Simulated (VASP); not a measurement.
A run of VASP 6.6.1 is set up as follows.

Contents of INCAR:

```
SYSTEM = S
  ALGO = Normal
  EDIFF = 1E-7
  ENCUT = 520
  GGA = PE
  ISIF = 2
  ISMEAR = 0
  LASPH = .True.
  LCHARG = .True.
  LELF = .True.
  LREAL = .False.
  LVHAR = .True.
  LWAVE = .False.
  NBANDS = 13
  NELM = 100
  PREC = Accurate
  SIGMA = 0.05
```

KPOINTS

```
k-points
0
Gamma
  12 12 12
  0 0 0
```

File POSCAR:

```
S
1.0
    0.0000000000      2.8970021315      2.8970021315
    2.8970021315      0.0000000000      2.8970021315
    2.8970021315      2.8970021315      0.0000000000
S
2
Direct
    1.0000000000      1.0000000000      1.0000000000
    0.2500000000      0.2500000000      0.2500000000
```

Potentials or basis: VASP PAW PBE potentials, release 64 (S).

Launch:

```bash
$ cat potpaw_PBE.64/S/POTCAR > POTCAR
$ mpirun -np 1 vasp_std > vasp.out
```

Task: Predict the pressure.

Result: -0.1 GPa.

Task: What does it give for the band gap on the k mesh?

Result: Zero (band 6 reaches 3.65 eV, above the bottom of band 7 at 2.50 eV).
